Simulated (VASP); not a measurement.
HfSiO4:

```
CELL_PARAMETERS angstrom
-3.28625 3.28625 2.98160
3.28625 -3.28625 2.98160
3.28625 3.28625 -2.98160
ATOMIC_POSITIONS crystal
Hf 0.00000 0.00000 0.00000
Hf 0.75000 0.25000 0.50000
Si 0.50000 0.50000 0.00000
Si 0.25000 0.75000 0.50000
O 0.68020 0.49570 0.81550
O 0.24570 0.93020 0.31550
O 0.68020 0.86470 0.18450
O 0.61470 0.93020 0.68450
O 0.06980 0.38530 0.31550
O 0.50430 0.31980 0.18450
O 0.06980 0.75430 0.68450
O 0.13530 0.31980 0.81550
```

| Property | Result |
| --- | --- |
| Program | VASP 6.6.1 |
| Task | relaxation of cell and atoms |
| Functional | revPBE |
| Dispersion | D3(BJ) |
| Potentials or basis | VASP PAW PBE potentials, release 64 (Hf_pv, Si, O) |
| Cutoff | 600 eV |
| k mesh | 6 × 6 × 6 |
| Occupations | fermi-dirac, width 0.05 eV |
| Spin | no spin polarisation |

At the start: pressure 2.4 GPa; volume 10.73 Å³/atom.

Question: Where does the relaxation end?

Answer: Over 8 steps the energy falls by 2.0 meV/atom and the volume is 10.80 Å³/atom (+0.7 %); space group I4_1/amd (No. 141, to 0.1 Å) before and after.

The path:
| step | energy change (eV) | largest force (eV/Å) | pressure (GPa) | volume (Å³) |
| --- | --- | --- | --- | --- |
| 1 | 0.0000 | 0.5166 | 2.36 | 128.80 |
| 2 | 0.0784 | 0.9943 | -4.89 | 131.77 |
| 3 | -0.0237 | 0.0091 | -0.14 | 129.74 |
| 4 | -0.0237 | 0.0133 | -0.09 | 129.72 |
| 5 | -0.0240 | 0.0102 | 0.07 | 129.60 |
| 6 | -0.0241 | 0.0109 | 0.11 | 129.58 |
| 7 | -0.0241 | 0.0081 | -0.12 | 129.68 |
| 8 | -0.0241 | 0.0088 | -0.03 | 129.64 |

Final structure:
```
Hf Si O
1.0
    -3.28933    3.28933    2.99546
     3.28933   -3.28933    2.99546
     3.28933    3.28933   -2.99546
Hf Si O
2 2 8
Direct
  0.00000 0.00000 0.00000
  0.75000 0.25000 0.50000
  0.50000 0.50000 0.00000
  0.25000 0.75000 0.50000
  0.68087 0.49527 0.81440
  0.24527 0.93087 0.31440
  0.68087 0.86647 0.18560
  0.61647 0.93087 0.68560
  0.06913 0.38353 0.31440
  0.50473 0.31913 0.18560
  0.06913 0.75473 0.68560
  0.13353 0.31913 0.81440
```

Caveat: the PAW data sets were made with another functional, which shifts forces and pressure a little.
